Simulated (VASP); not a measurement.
The system is Zr.

```xyz
1
Lattice="-1.5257 1.5257 1.5257 1.5257 -1.5257 1.5257 1.5257 1.5257 -1.5257" Properties=species:S:1:pos:R:3 pbc="T T T"
Zr    0.0000    0.0000    0.0000
```

Base run:

| Item | Value |
| --- | --- |
| Program | VASP 6.6.1 |
| Functional | PBEsol |
| Potentials or basis | VASP PAW PBE potentials, release 64 (Zr_sv) |
| Cutoff | 520 eV |
| k mesh | 15 × 15 × 15, shifted |
| Occupations | fermi-dirac, width 0.08 eV |
| Spin | no spin polarisation |

Its results: band gap on the k mesh zero (band 6 reaches 16.29 eV, above the bottom of band 7 at 13.99 eV); pressure 82.4 GPa.

The run is repeated on the same cell with these changes: k mesh from 15 × 15 × 15, shifted to 15 × 15 × 15. What comes out?

Band gap on the k mesh zero (band 6 reaches 16.32 eV, above the bottom of band 7 at 14.04 eV); pressure 80.9 GPa.

Caveats: the PAW data sets were made with another functional, which shifts forces and pressure a little.
